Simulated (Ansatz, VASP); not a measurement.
## I in VASP and in Ansatz

INCAR

```
SYSTEM = I
PREC = Accurate
ENCUT = 600
EDIFF = 1E-6
ISMEAR = -1
SIGMA = 0.05
LREAL = .False.
LASPH = .True.
NELM = 80
ALGO = Normal
ISIF = 3
LWAVE = .False.
LCHARG = .False.
GGA = PS
IBRION = 2
NSW = 60
EDIFFG = -0.01
```

The input KPOINTS:

```
Automatic mesh
0
Gamma
  9 9 9
  0 0 0
```

POSCAR

```
I
1.0
   -2.0893754423      2.0893754423      2.0893754423
    2.0893754423     -2.0893754423      2.0893754423
    2.0893754423      2.0893754423     -2.0893754423
I
1
Direct
    0.0000000000      0.0000000000      0.0000000000
```

The input input.yaml:

```yaml
crystal:
  lattice:
    - [-2.0893754423, 2.0893754423, 2.0893754423]
    - [2.0893754423, -2.0893754423, 2.0893754423]
    - [2.0893754423, 2.0893754423, -2.0893754423]
  atoms:
    - { symbol: I, position: [0.0, 0.0, 0.0] }
hamiltonian:
  xc: pbesol
  pseudopotentials: { kind: paw }
kpoints:
  mp_grid: { grid: [9, 9, 9] }
scf:
  occupations: { method: fermi_dirac, width: 0.05 }
output:
  forces: true
  stress: true
  eigenvalues: true
relax:
  f_tol: 0.01
  max_steps: 40
  cell: { stress_tol: 0.05 }
```

Alike in both runs: task relaxation of cell and atoms; functional PBEsol; k mesh 9 × 9 × 9; occupations fermi-dirac, width 0.05 eV; no spin polarisation.

|  | VASP | Ansatz |
| --- | --- | --- |
| version | VASP 6.6.1 | Ansatz 0.2.0 |
| potentials or method | VASP PAW PBE potentials, release 64 (I) | Ansatz PAW |
| plane-wave cutoff (eV) | 600 | 420 |
| valence electrons in the cell | 7 | 17 |

|  | VASP | Ansatz | Ansatz less VASP |
| --- | --- | --- | --- |
| gap on the k mesh at the Fermi level, each at its own relaxed structure (eV) | none | none | - |
| relaxed volume (Å³/atom) | 32.98 | 32.99 | +0.014 |
| relaxed cell length with the largest relative difference (Å) | 3.499 | 3.499 | +0.0005 |

VASP's potentials were made for PBE, not for PBEsol. A gap of «none» marks a metal or a gap that the smearing closes. VASP's potentials hold 7 valence electrons a cell and Ansatz's 17, so a difference there can come from the potentials and not from the codes.

Neither program's run includes spin-orbit coupling. Noted on Ansatz's run: the plane-wave basis is chosen anew once the cell has moved, so the energies of steps on either side of that aren't comparable.
